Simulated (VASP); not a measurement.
# Si16S31 (a cell with a defect) in VASP: single point with PBE

Aim: the single point of Si16S31 (a cell with a defect) with PBE.

All numbers are computed with VASP 6.6.1; they aren't measurements. Logs are shortened: lines on timing, memory, paths and dates and some standing lists are left out, and cuts for length are marked.

### Step 1. The cell of the first run

The cell holds a defect, 47 atoms: a = 12.739 Å, b = 12.787 Å, c = 12.872 Å, α = 75.73°, β = 60.34°, γ = 60.12°.

### Step 2. Single point, PBE (atoms taken out, then relaxed in part)

INCAR

```
ALGO     = Normal         # electronic algorithm
EDIFF    = 1E-6           # SCF threshold, eV
ENCUT    = 400            # plane-wave cutoff, eV
GGA      = PE             # functional
GGA_COMPAT= F            
ISIF     = 2              # what is computed and relaxed
ISMEAR   = 0              # smearing method
KPAR     = 2            
LASPH    = T              # aspherical terms in the spheres
LCHARG   = F              # write CHGCAR
LREAL    = Auto         
LWAVE    = F              # write WAVECAR
NBANDS   = 154            # bands
NCORE    = 2            
NELM     = 120            # most SCF steps
PREC     = Accurate       # precision mode
SIGMA    = 0.01           # smearing width, eV
```

KPOINTS

```
k-points
0
Gamma
  2 2 2
```

POSCAR

```
Si16S31
1.0
  -12.7386097632      0.0000000000      0.0000000000
   -6.3693048816     11.0875852540      0.0000000000
   -6.3693048816      0.0000000000    -11.1853555564
Si S
16 31
Direct
    0.8071741642      0.5039585277      0.3749795970
    0.9492394416     -0.0047176572      0.1147098378
    0.3142288241      0.4988657451      0.3748928196
    0.4336561157     -0.0031245861      0.1421238063
    0.0636130602      0.4991881265      0.8750858795
    0.5613013673      0.5010332881      0.8749469034
    0.6932181525     -0.0062313400      0.6284934374
    0.1748108879      0.0171289314      0.6035512064
    0.6821537613      0.5039585277      0.6250204030
    0.8217115900     -0.0062313400      0.3715065626
    0.1891216437      0.4988657451      0.6251071804
    0.2783620943      0.0171289314      0.3964487936
    0.9362482708      0.5010332881      0.1250530966
    0.4386989396      0.4991881265      0.1249141205
    0.5639492795     -0.0047176572      0.8852901622
    0.0757799219     -0.0031245861      0.8578761937
    0.5192138319      0.3947996986      0.2496334538
    0.8985146293      0.8907966719      0.5000000000
    0.0131161014      0.3983222066      0.2523320964
    0.6394145424      0.8934363648      0.0151684900
    0.1545830325      0.8934363648      0.9848315100
    0.2688472858      0.3947996986      0.7503665462
    0.7654481977      0.3983222066      0.7476679036
    0.4779867288      0.6067916519      0.7523348077
    0.6160196614      0.0960208467      0.5000000000
    0.9839589625      0.6032074353      0.7497385063
    0.0666446323      0.1336124853      0.5000000000
    0.7303215365      0.6067916519      0.2476651923
    0.2336974689      0.6032074353      0.2502614937
    0.3584301034      0.0990290121      0.0121320088
    0.8705621121      0.0990290121     -0.0121320088
    0.1752980294      0.1020599990      0.7293195820
    0.2909800897      0.6023742559      0.5000000000
    0.6673918178      0.0972192601      0.7563436059
    0.7822601566      0.6087848239      0.5000000000
    0.4046176114      0.1020599990      0.2706804180
    0.9237354237      0.0972192601      0.2436563941
    0.0398161011      0.6032679276     -0.0000355339
    0.5397805672      0.6032679276      0.0000355339
    0.7030515488      0.4022050236      0.5000000000
    0.8479352306      0.8912407588      0.2426177680
    0.2126826107      0.3951904505      0.5000000000
    0.3278584832      0.8961100325      0.2702922327
    0.9615334195      0.3959081843      0.0000878227
    0.4616212422      0.3959081843     -0.0000878227
    0.5905529986      0.8912407588      0.7573822320
    0.0981507160      0.8961100325      0.7297077673
```

Potentials or basis: VASP PAW PBE potentials, release 64 (Si, S).

The run is started by

```bash
$ cat potpaw_PBE.64/Si/POTCAR potpaw_PBE.64/S/POTCAR > POTCAR
$ mpirun -np 4 vasp_std > vasp.out
```

OUTCAR:

```text
EDIFF = 1E-6
   ENCUT = 400
   GGA = PE
   ISIF = 2
   ISMEAR = 0
   LASPH = T
   LREAL = Auto
   NELM = 120
   PREC = Accurate

 ion  position               nearest neighbor table
   1  0.807  0.504  0.375-  28 2.15  40 2.15  35 2.15  19 2.15  13 2.80   9 2.80
   2  0.949  0.995  0.115-  31 2.16  37 2.16  41 2.16  21 2.16  10 2.87  16 2.87
   3  0.314  0.499  0.375-  29 2.15  17 2.15  42 2.15  33 2.15  14 2.80  11 2.80
   4  0.434  0.997  0.142-  20 2.16  36 2.16  43 2.16  30 2.16  12 2.86  15 2.87
   5  0.064  0.499  0.875-  44 2.15  38 2.15  26 2.15  22 2.15  11 2.80  13 2.80
   6  0.561  0.501  0.875-  23 2.15  45 2.15  39 2.15  24 2.15   9 2.80  14 2.80
   7  0.693  0.994  0.628-  34 2.16  46 2.16  18 2.16  25 2.16  15 2.87  10 2.87
   8  0.175  0.017  0.604-  47 2.16  32 2.16  27 2.17  12 2.32  16 2.86
   9  0.682  0.504  0.625-  24 2.15  40 2.15  35 2.15  23 2.15   6 2.80   1 2.80
  10  0.822  0.994  0.372-  37 2.16  41 2.16  18 2.16  25 2.16   2 2.87   7 2.87
  11  0.189  0.499  0.625-  26 2.15  22 2.15  42 2.15  33 2.15   5 2.80   3 2.80
  12  0.278  0.017  0.396-  43 2.16  36 2.16  27 2.17   8 2.32   4 2.86
  13  0.936  0.501  0.125-  19 2.15  44 2.15  38 2.15  28 2.15   1 2.80   5 2.80
  14  0.439  0.499  0.125-  45 2.15  39 2.15  29 2.15  17 2.15   3 2.80   6 2.80
  15  0.564  0.995  0.885-  30 2.16  34 2.16  46 2.16  20 2.16   7 2.87   4 2.87
  16  0.076  0.997  0.858-  21 2.16  32 2.16  47 2.16  31 2.16   8 2.86   2 2.87
  17  0.519  0.395  0.250-   3 2.15  14 2.15
  18  0.899  0.891  0.500-  10 2.16   7 2.16
  19  0.013  0.398  0.252-  13 2.15   1 2.15
  20  0.639  0.893  0.015-   4 2.16  15 2.16
  21  0.155  0.893  0.985-  16 2.16   2 2.16
  22  0.269  0.395  0.750-  11 2.15   5 2.15
[... 23 lines left out ...]
  46  0.591  0.891  0.757-   7 2.16  15 2.16
  47  0.098  0.896  0.730-  16 2.16   8 2.16

  LATTYP: Found a face centered orthorhombic cell.
 ALAT       =    12.7386097632
 B/A-ratio  =     1.7407841923
 C/A-ratio  =     1.7561344235

  Lattice vectors:

 A1 = (   0.0000000000,  11.0875852540, -11.1853555564)
 A2 = (  -6.3693048816,   0.0000000000, -11.1853555564)
 A3 = (  -6.3693048816,  11.0875852540,   0.0000000000)

Analysis of symmetry for initial positions (statically):
=====================================================================
 Subroutine PRICEL returns:
 Original cell was already a primitive cell.

 Routine SETGRP: Setting up the symmetry group for a
 face centered orthorhombic supercell.

 Subroutine GETGRP returns: Found  2 space group operations
 (whereof  1 operations were pure point group operations)
 out of a pool of  8 trial point group operations.

The static configuration has the point symmetry C_1 .
[... 193 lines left out ...]
   ISYM   =      2    0-nonsym 1-usesym 2-fastsym
   POTIM  = 0.5000    time-step for ionic-motion
   TEBEG  =    0.0;   TEEND  =   0.0 temperature during run
   PSTRESS=    0.0 pullay stress
   NELECT =     250.0000    total number of electrons
   NUPDOWN=      -1.0000    fix difference up-down
   EMIN   =  10.00;   EMAX   =-10.00  energy-range for DOS
   EFERMI =   0.00;   METHOD = LEGACY
   ISMEAR =     0;   SIGMA  =   0.01  broadening in eV -4-tet -1-fermi 0-gaus
   EFERMI_NEDOS =   21; number of points for ismear=-14 and -15
   IALGO  =     38    algorithm
   IMIX   =      4    mixing-type and parameters
     AMIX     =   0.40;   BMIX     =  1.00
     AMIX_MAG =   1.60;   BMIX_MAG =  1.00
  volume/ion in A,a.u.               =      33.61       226.83
  Fermi-wavevector in a.u.,A,eV,Ry     =   0.885493  1.673340 10.668304  0.784098
  Thomas-Fermi vector in A             =   2.006534
   LORBIT       =      0    0 simple, 1 ext, 2 COOP (PROOUT), +10 PAW based schemes
   GGA     = PE    functional components
   LHFCALC =     F    Hartree Fock is set to
   AEXX    =    0.0000 exact exchange contribution
   IVDW    =     0    specifies the selected vdW correction
   LEPSILON=     F    determine dielectric tensor
   LRPA    =     F    only Hartree local field effects (RPA)
 non-spin polarized calculation
 Gauss-broadening in eV      SIGMA  =   0.01
  energy-cutoff  :      400.00
  volume of cell :     1579.82
 maximum number of plane-waves:     28748
 NGX is ok and might be reduce to    84
   NGX = 41   NGY = 41   NGZ = 41

 number of electron     249.9999992 magnetization

 Free energy of the ion-electron system (eV)
  ---------------------------------------------------
  ext. energy  EPLUGINS =         0.00000000
  ---------------------------------------------------
  free energy    TOTEN  =      -245.17561902 eV

  energy without entropy =     -245.17561902  energy(sigma->0) =     -245.17561902

 E-fermi :  -0.0563     XC(G=0):  -6.7707

 val. band max:       -0.1571966901   @ k =   0.0000   0.5000   0.5000
 cond. band min:       2.8002628140   @ k =   0.0000   0.0000   0.5000
 fundamental gap:      2.9574595042
 Fermi energy:        -0.0562907892

 k-point     1 :       0.0000    0.0000    0.0000
  band No.  band energies     occupation
      1     -14.4249      2.00000
      2     -14.2834      2.00000
      3     -14.2105      2.00000
      4     -14.2096      2.00000
      5     -14.1133      2.00000
      6     -13.9648      2.00000
[... 829 lines left out ...]
    136       3.7562      0.00000
    137       3.8242      0.00000
 [bands above 137 left out]

------------------------ aborting loop because EDIFF is reached ----------------------------------------

  FORCE on cell =-STRESS in cart. coord.  units (eV):
  Direction    XX          YY          ZZ          XY          YZ          ZX
  --------------------------------------------------------------------------------------
  -------------------------------------------------------------------------------------
  Total       -1.2969812     -1.2026339    -14.6855076      0.1032240      0.0000000      0.0000000
  in kB       -1.3153323     -1.2196500    -14.8932934      0.1046845      0.0000000      0.0000000
  external PRESSURE =      -5.8094252 kB  Pullay stress =       0.0000000 kB

 VOLUME and BASIS-vectors are now :
 -----------------------------------------------------------------------------
  energy-cutoff  :      400.00
  volume of cell :     1579.82
      direct lattice vectors                 reciprocal lattice vectors
   -12.738609763  0.000000000  0.000000000    -0.078501502 -0.045095482  0.044701306
    -6.369304882 11.087585254  0.000000000     0.000000000  0.090190964  0.000000000
    -6.369304882  0.000000000-11.185355556     0.000000000  0.000000000 -0.089402612

 POSITION                                       TOTAL-FORCE (eV/Angst)
 -----------------------------------------------------------------------------------
    -15.88050      5.58768     -4.19428         0.000791      0.000071     -0.000548
    -19.16187     11.03528     -1.28307         0.002007      0.002376     -0.003408
     -9.56807      5.53122     -4.19331         0.000628      0.000015     -0.000009
    -12.77881     11.05294     -1.58971        -0.002052     -0.001617      0.001022
     -9.56351      5.53479     -9.78815         0.000254      0.000005      0.000884
    -15.91424      5.55525     -9.78659        -0.000118     -0.000378      0.001378
[... 39 lines left out ...]
    -18.02341      9.88171     -8.47159        -0.030605      0.027994      0.000202
    -11.60563      9.93570     -8.16204        -0.024369      0.026692     -0.004338
 -----------------------------------------------------------------------------------
    total drift:                               -0.006271     -0.002181      0.000001

  FREE ENERGIE OF THE ION-ELECTRON SYSTEM (eV)
  ---------------------------------------------------
  free  energy   TOTEN  =      -245.1756190154 eV

  energy  without entropy=     -245.1756190154  energy(sigma->0) =     -245.17561902
```

Wall time 17 min (4 MPI ranks of Intel Xeon Platinum 8375C at 2.90GHz (Ice Lake), shared host); peak memory 0.84 GiB.

Results:

```yaml
Free_energy: -245.1756 eV
Pressure: -0.6 GPa
Largest_force: 0.044 eV/Å
Band_gap_on_the_k_mesh: 2.96 eV
```

Forces in eV/Å, atoms in the order of the input:
```
Si   0.001  0.000 -0.001
Si   0.002  0.002 -0.003
Si   0.001  0.000  0.000
Si  -0.002 -0.002  0.001
Si   0.000  0.000  0.001
Si   0.000  0.000  0.001
Si   0.001  0.001  0.000
Si   0.005  0.005 -0.022
Si   0.001  0.000  0.001
Si   0.001  0.001  0.000
Si   0.001  0.000  0.000
Si   0.005  0.005  0.022
Si   0.000  0.000 -0.001
Si   0.000  0.000 -0.001
Si   0.002  0.002  0.003
Si  -0.002 -0.002 -0.001
S    0.030  0.030  0.002
S    0.026  0.027  0.000
S    0.031  0.031  0.003
S    0.031  0.031 -0.005
S    0.031  0.031  0.005
S    0.030  0.030 -0.002
S    0.031  0.031 -0.003
S   -0.031 -0.031  0.001
S   -0.030 -0.029  0.000
S   -0.030 -0.031  0.002
S   -0.016 -0.013  0.000
S   -0.031 -0.031 -0.001
S   -0.030 -0.031 -0.002
S   -0.031 -0.030 -0.002
S   -0.031 -0.030  0.002
S    0.028 -0.023 -0.006
S    0.030 -0.032  0.000
S    0.026 -0.030 -0.001
S    0.028 -0.031  0.000
S    0.028 -0.023  0.006
S    0.026 -0.030  0.001
S    0.030 -0.030  0.000
S    0.030 -0.030  0.000
S   -0.027  0.031  0.000
S   -0.031  0.028  0.000
S   -0.029  0.029  0.000
S   -0.024  0.027  0.004
S   -0.028  0.030  0.001
S   -0.028  0.030 -0.001
S   -0.031  0.028  0.000
S   -0.024  0.027 -0.004
```

Stress tensor (GPa, compression positive):
```
-0.13  0.01  0.00
 0.01 -0.12  0.00
 0.00  0.00 -1.49
```

Caveat: the cell differs from its parent crystal (atoms taken out, then relaxed in part).
